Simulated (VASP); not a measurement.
Runs of VASP 6.6.1 on GaN. The structure is that of space group F-43m (No. 216), or close to it. The cells are those of the table. 

| task | cell | gap on the mesh (eV) | pressure (GPa) |
| --- | --- | --- | --- |
| relaxation of cell and atoms | relaxed to 10 GPa from a = 3.187 Å, angles 60.0°, 2 atoms | (b) | 10.0 |
| relaxation of cell and atoms | relaxed to 20 GPa from a = 3.187 Å, angles 60.0°, 2 atoms | 2.16 | 20.0 |
| single point | a = 3.046 Å, angles 60.0°, 2 atoms | 2.60 | (c) |
| relaxation of cell and atoms | relaxed from a = 3.187 Å, angles 60.0°, 2 atoms | 1.55 | 0.0 |
| single point | a = 3.079 Å, angles 60.0°, 2 atoms | 2.39 | 29.7 |
| single point | a = 3.161 Å, angles 60.0°, 2 atoms | 1.88 | 9.9 |
| single point | a = 3.117 Å, angles 60.0°, 2 atoms | 2.16 | (a) |
| single point | a = 3.216 Å, angles 60.0°, 2 atoms | 1.55 | 0.0 |

Alike in all rows: level PBE; potentials or basis VASP PAW PBE potentials, release 64 (Ga_d, N); no spin polarisation; k mesh 8 × 8 × 8; cutoff (eV) 600; smearing gaussian 0.01 eV.

Problem. Estimate the missing entries.

Solution. (a) 19.8; (b) 1.89; (c) 39.6.

Caveats: the cell is relaxed towards a set pressure, so the enthalpy falls and the energy may rise (some runs).

A k mesh can miss the band edges, and the runs leave out spin-orbit coupling on Ga.
